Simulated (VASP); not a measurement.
# KBr (Pmma) in VASP: a series of runs, part 3 of 3

VASP 6.6.1.

### Step 6. Single point, LDA (atoms displaced along a vibrational mode)

The input, INCAR:

```
PREC = Accurate ; ENCUT = 520
EDIFF = 1E-6 ; ISMEAR = 0
SIGMA = 0.05 ; LREAL = F
LASPH = T ; NELM = 80
ALGO = Normal ; ISIF = 2
LWAVE = F ; LCHARG = F
NBANDS = 24
```

The input, KPOINTS:

```
Automatic mesh
0
Gamma
  6 6 4
```

The input, POSCAR:

```
KBr
1.0
    3.8300121826      0.0000000000      0.0000000000
    0.0000000000      3.8300121826      0.0000000000
    0.0000000000      0.0000000000      7.6600243652
K Br
2 2
Direct
    0.0000000000      0.0000000000      0.0000000000
    0.0000000000      0.0000000000      0.5000000000
    0.4127417919      0.5000000000      0.2500000000
    0.5872582081      0.5000000000      0.7500000000
```

Potentials or basis: VASP PAW LDA potentials, release 64 (K_sv, Br).

Started as:

```bash
$ cat potpaw_LDA.64/K_sv/POTCAR potpaw_LDA.64/Br/POTCAR > POTCAR
$ mpirun -np 1 vasp_std > vasp.out
```

OUTCAR:

```text
PREC = Accurate
   ENCUT = 520
   EDIFF = 1E-6
   ISMEAR = 0
   LREAL = F
   LASPH = T
   NELM = 80
   ISIF = 2

 ion  position               nearest neighbor table
   1  0.000  0.000  0.000-   3 3.14   4 3.14   3 3.14   4 3.14
   2  0.000  0.000  0.500-   3 3.14   4 3.14   3 3.14   4 3.14
   3  0.413  0.500  0.250-   1 3.14   2 3.14   1 3.14   2 3.14
   4  0.587  0.500  0.750-   1 3.14   2 3.14   1 3.14   2 3.14

  LATTYP: Found a simple tetragonal cell.
 ALAT       =     3.8300121826
 C/A-ratio  =     2.0000000000

  Lattice vectors:

 A1 = (   3.8300121826,   0.0000000000,   0.0000000000)
 A2 = (   0.0000000000,   3.8300121826,   0.0000000000)
 A3 = (   0.0000000000,   0.0000000000,   7.6600243652)

Analysis of symmetry for initial positions (statically):
=====================================================================
 Subroutine PRICEL returns:
 Original cell was already a primitive cell.

 Routine SETGRP: Setting up the symmetry group for a
 simple tetragonal supercell.

 Subroutine GETGRP returns: Found  8 space group operations
 (whereof  4 operations were pure point group operations)
 out of a pool of 16 trial point group operations.

The static configuration has the point symmetry C_2h.
 The point group associated with its full space group is D_2h.

Analysis of symmetry for dynamics (positions and initial velocities):
=====================================================================
 Subroutine PRICEL returns:
 Original cell was already a primitive cell.

 Routine SETGRP: Setting up the symmetry group for a
 simple tetragonal supercell.

 Subroutine GETGRP returns: Found  8 space group operations
 (whereof  4 operations were pure point group operations)
 out of a pool of 16 trial point group operations.

The dynamic configuration has the point symmetry C_2h.
[... 119 lines left out ...]
   ISMEAR =     0;   SIGMA  =   0.05  broadening in eV -4-tet -1-fermi 0-gaus
   EFERMI_NEDOS =   21; number of points for ismear=-14 and -15
   IALGO  =     38    algorithm
   IMIX   =      4    mixing-type and parameters
     AMIX     =   0.40;   BMIX     =  1.00
     AMIX_MAG =   1.60;   BMIX_MAG =  1.00
  volume/ion in A,a.u.               =      28.09       189.57
  Fermi-wavevector in a.u.,A,eV,Ry     =   1.077080  2.035386 15.784140  1.160102
  Thomas-Fermi vector in A             =   2.212982
   LORBIT       =      0    0 simple, 1 ext, 2 COOP (PROOUT), +10 PAW based schemes
   GGA     = CA    functional components
   LHFCALC =     F    Hartree Fock is set to
   AEXX    =    0.0000 exact exchange contribution
   IVDW    =     0    specifies the selected vdW correction
   LEPSILON=     F    determine dielectric tensor
   LRPA    =     F    only Hartree local field effects (RPA)
 non-spin polarized calculation
 Gauss-broadening in eV      SIGMA  =   0.05
  energy-cutoff  :      520.00
  volume of cell :      112.36
 maximum number of plane-waves:      3056
   NGX = 15   NGY = 15   NGZ = 29

 number of electron      32.0000008 magnetization

 Free energy of the ion-electron system (eV)
  ---------------------------------------------------
  ext. energy  EPLUGINS =         0.00000000
  ---------------------------------------------------
  free energy    TOTEN  =       -13.43733796 eV

  energy without entropy =      -13.43733796  energy(sigma->0) =      -13.43733796

 E-fermi :   0.1727     XC(G=0):  -8.9918

 val. band max:       -0.0514327196   @ k =   0.5000   0.0000   0.0000
 cond. band min:       3.9983181085   @ k =   0.0000   0.0000   0.0000
 fundamental gap:      4.0497508281
 Fermi energy:         0.1727300775

 k-point     1 :       0.0000    0.0000    0.0000
  band No.  band energies     occupation
      1     -28.0792      2.00000
      2     -28.0551      2.00000
      3     -13.4731      2.00000
      4     -13.2189      2.00000
      5     -11.7564      2.00000
      6     -11.7333      2.00000
[... 637 lines left out ...]
     23       8.7046      0.00000
     24       8.9196      0.00000

 [... further k-points ...]

------------------------ aborting loop because EDIFF is reached ----------------------------------------

  FORCE on cell =-STRESS in cart. coord.  units (eV):
  Direction    XX          YY          ZZ          XY          YZ          ZX
  --------------------------------------------------------------------------------------
  -------------------------------------------------------------------------------------
  Total        0.5364474      0.9113651      0.6777731      0.0000000      0.0000000     -0.0000000
  in kB        7.6490459     12.9948871      9.6641682      0.0000000      0.0000000     -0.0000000
  external PRESSURE =      10.1027004 kB  Pullay stress =       0.0000000 kB

 VOLUME and BASIS-vectors are now :
 -----------------------------------------------------------------------------
  energy-cutoff  :      520.00
  volume of cell :      112.36
      direct lattice vectors                 reciprocal lattice vectors
     3.830012183  0.000000000  0.000000000     0.261095775  0.000000000  0.000000000
     0.000000000  3.830012183  0.000000000     0.000000000  0.261095775  0.000000000
     0.000000000  0.000000000  7.660024365     0.000000000  0.000000000  0.130547888

 POSITION                                       TOTAL-FORCE (eV/Angst)
 -----------------------------------------------------------------------------------
      0.00000      0.00000      0.00000        -0.000000     -0.000000      0.000000
      0.00000      0.00000      3.83001        -0.000000     -0.000000      0.000000
      1.58081      1.91501      1.91501         0.357454      0.000000      0.000000
      2.24921      1.91501      5.74502        -0.357454     -0.000000     -0.000000
 -----------------------------------------------------------------------------------
    total drift:                               -0.000000      0.000000      0.000000

  FREE ENERGIE OF THE ION-ELECTRON SYSTEM (eV)
  ---------------------------------------------------
  free  energy   TOTEN  =       -13.4373379555 eV

  energy  without entropy=      -13.4373379555  energy(sigma->0) =      -13.43733796
```

Wall time 37 s (1 thread of Intel Xeon 6975P-C (Granite Rapids), shared host); peak memory 0.24 GiB.

Results:

```
Free energy            : -13.4373 eV
Pressure               : 1.0 GPa
Largest force          : 0.357 eV/Å
Band gap on the k mesh : 4.05 eV (least direct gap 4.28 eV)
```

Forces on the atoms (eV/Å):
```
K    0.000  0.000  0.000
K    0.000  0.000  0.000
Br   0.357  0.000  0.000
Br  -0.357  0.000  0.000
```

Stress tensor (GPa, compression positive):
```
0.76 0.00 0.00
0.00 1.30 0.00
0.00 0.00 0.97
```

Levels at points of the mesh, in eV from the valence-band top:
| k point | band 12 | band 13 | band 14 | band 15 | band 16 | band 17 | band 18 | band 19 | band 20 | band 21 |
| --- | --- | --- | --- | --- | --- | --- | --- | --- | --- | --- |
| (0.00, 0.00, 0.00) | -0.40 | -0.39 | -0.36 | -0.30 | -0.23 | 4.05 | 5.30 | 5.61 | 6.73 | 6.75 |
| (0.50, 0.00, 0.00) | -1.76 | -1.62 | -0.54 | -0.37 | 0.00 | 5.19 | 6.29 | 6.89 | 6.94 | 7.92 |
| (0.00, 0.50, 0.00) | -1.70 | -1.66 | -0.48 | -0.25 | -0.01 | 4.99 | 6.31 | 6.67 | 6.83 | 7.54 |
| (0.50, 0.50, 0.00) | -1.93 | -1.86 | -1.68 | -1.67 | -0.10 | 4.93 | 6.41 | 7.26 | 7.60 | 7.62 |
| (0.00, 0.00, 0.50) | -1.62 | -0.35 | -0.35 | -0.30 | -0.30 | 5.36 | 5.36 | 5.97 | 5.97 | 6.80 |
| (0.50, 0.00, 0.50) | -2.20 | -1.06 | -1.06 | -0.19 | -0.19 | 5.91 | 5.91 | 6.77 | 6.77 | 8.54 |
| (0.00, 0.50, 0.50) | -2.15 | -1.17 | -1.17 | -0.08 | -0.08 | 5.99 | 5.99 | 6.73 | 6.73 | 8.46 |
| (0.50, 0.50, 0.50) | -1.82 | -1.81 | -1.81 | -1.07 | -1.07 | 5.89 | 5.89 | 7.16 | 7.16 | 7.73 |

Caveat: the cell differs from its parent crystal (atoms displaced along a vibrational mode).

### Step 7. The runs side by side

```csv
cell,gap on the mesh (eV),pressure (GPa),largest force (eV/Å)
"a = 3.926, b = 3.926, c = 7.852 Å, 4 atoms, atomic positions A",3.79,-0.7,0.22
"a = 3.926, b = 3.926, c = 7.852 Å, 4 atoms, atomic positions B",3.79,-0.2,0.31
"a = 3.926, b = 3.926, c = 7.852 Å, 4 atoms, atomic positions C",3.78,-1.1,0.14
"a = 3.798, b = 3.798, c = 7.596 Å, 4 atoms, atomic positions C",4.14,1.2,0.27
"a = 3.830, b = 3.830, c = 7.660 Å, 4 atoms, atomic positions A",4.05,1.0,0.36
```

Alike in all rows: task single point; level LDA; potentials or basis VASP PAW LDA potentials, release 64 (K_sv, Br); no spin polarisation; k mesh 6 × 6 × 4; cutoff (eV) 520; smearing gaussian 0.05 eV.

Total energies depend on the potentials used, so only differences within one code and one set of settings carry meaning.
